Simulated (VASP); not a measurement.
A run of VASP 6.6.1 is set up as follows.

The input INCAR:

```
ALGO = Normal
EDIFF = 1E-6
ENCUT = 520
GGA = CA
ISIF = 2
ISMEAR = 0
LASPH = T
LCHARG = F
LREAL = F
LWAVE = F
NBANDS = 16
NELM = 60
PREC = Accurate
SIGMA = 0.01
```

Contents of KPOINTS:

```
k-points
0
Gamma
  8 8 8
```

The input POSCAR:

```
GaP
1.0
    0.0000000000      2.6956666708      2.6956666708
    2.6956666708      0.0000000000      2.6956666708
    2.6956666708      2.6956666708      0.0000000000
Ga P
1 1
Direct
    0.0000000000      0.0000000000      0.0000000000
    0.7500000000      0.7500000000      0.7500000000
```

Potentials or basis: VASP PAW LDA potentials, release 64 (Ga_d, P).

The run is started by

```bash
$ cat potpaw_LDA.64/Ga_d/POTCAR potpaw_LDA.64/P/POTCAR > POTCAR
$ mpirun -np 1 vasp_std > vasp.out
```

(1) What does it give for the band gap on the k mesh?

(2) Estimate the pressure.

## Answers

(1) 1.43 eV, indirect (least direct gap 1.91 eV).

(2) 0.1 GPa.

**Experimental background.**

“Stacking defects in GaP nanowires: Electronic structure and optical properties”, 2018, arxiv:1810.01194 quotes, for a bulk crystal of GaP at 10 K: band gap 2.34 eV (indirect).

Measured gap of GaP: 2.34 eV (indirect; 10 K; quoted in “Stacking defects in GaP nanowires: Electronic structure and optical properties”, 2018, arxiv:1810.01194). This calculation gives 1.43 eV (-0.91 eV). Spin-orbit coupling on Ga is left out. The value is that of LDA on a finite k mesh, which can miss the band edges, without temperature or zero-point motion. Semilocal functionals fall short of measured gaps as a rule.
